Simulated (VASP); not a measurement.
## CsMoI3: single point with PBE

The system is CsMoI3.

```xyz
5
Lattice="4.1828 2.4150 3.5398 -4.1828 2.4150 3.5398 0.0000 -4.8299 3.5398" Properties=species:S:1:pos:R:3 pbc="T T T"
I    -2.0572    1.1877    7.1241
I     0.0000   -2.3754    7.1241
I     2.0572    1.1877    7.1241
Cs    0.0000    0.0000    0.1062
Mo    0.0000    0.0000    5.7284
```

```yaml
Program: VASP 6.6.1
Task: single point
Functional: PBE
Potentials_or_basis: VASP PAW PBE potentials, release 64 (I, Cs_sv, Mo_sv)
Cutoff: 520 eV
k_mesh: 6 × 6 × 6
Occupations: fermi-dirac, width 0.0897 eV
Spin: no spin polarisation
Dipole_correction: no
k_mesh_for_the_DOS: 9 × 9 × 9
Occupations_for_the_DOS: tetrahedron
Further_INCAR_settings: ALGO = Normal; EDIFF = 1e-06
```

```json
{
 "Valence electrons inside the program's atomic spheres": "I 4.30; Cs 6.55; Mo 12.15"
}
```

Levels at points of the mesh, in eV from the Fermi level:
```tsv
k point	band 20	band 21	band 22	band 23	band 24	band 25
(0.00, 0.00, 0.00)	-2.50	-0.58	-0.58	-0.41	0.10	0.10
```

Run time: 5.6 min on 1 thread of Intel(R) Xeon(R) Platinum 8488C (Sapphire Rapids) (shared host), peak memory 0.64 GiB.

Caveat: spin-orbit coupling is left out, which moves the levels of the heavy elements.
